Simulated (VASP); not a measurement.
# Zr: single point with r2SCAN

Crystal: Zr.

```
Zr
1.0
     0.00000    2.99433    2.99433
     2.99433    0.00000    2.99433
     2.99433    2.99433    0.00000
Zr
2
Direct
  0.50000 0.50000 0.50000
  0.75000 0.75000 0.75000
```

| Property | Result |
| --- | --- |
| Program | VASP 6.6.1 |
| Task | single point |
| Functional | r2SCAN |
| Potentials or basis | VASP PAW PBE potentials, release 64 (Zr_sv) |
| Cutoff | 520 eV |
| k mesh | 6 × 6 × 6 |
| Occupations | gaussian, width 0.1 eV |
| Spin | no spin polarisation |
| Dipole correction | no |
| Further INCAR settings | ALGO = Normal; EDIFF = 1e-06; NBANDS = 19 |

```json
{"Pressure": "5.3 GPa", "Band gap on the k mesh": "zero (band 12 reaches 7.07 eV, above the bottom of band 13 at 6.72 eV)"}
```

Levels at points of the mesh, in eV from the Fermi level:
```csv
k point,band 9,band 10,band 11,band 12,band 13,band 14,band 15,band 16
"(0.00, 0.00, 0.00)",-4.55,-1.31,-1.31,0.02,0.02,0.02,2.50,2.50
"(0.50, 0.00, 0.00)",-1.60,-1.59,-1.17,-1.17,-0.26,-0.26,1.20,3.78
"(0.50, 0.50, 0.00)",-2.45,-2.45,-0.18,-0.18,0.94,0.94,1.76,1.76
```

Run time: 48 s on 1 thread of Intel(R) Xeon(R) Platinum 8259CL CPU @ 2.50GHz (Skylake/Cascade Lake), with other jobs on the host, peak memory 0.18 GiB.

Caveat: the PAW data sets were made with another functional, which shifts forces and pressure a little.
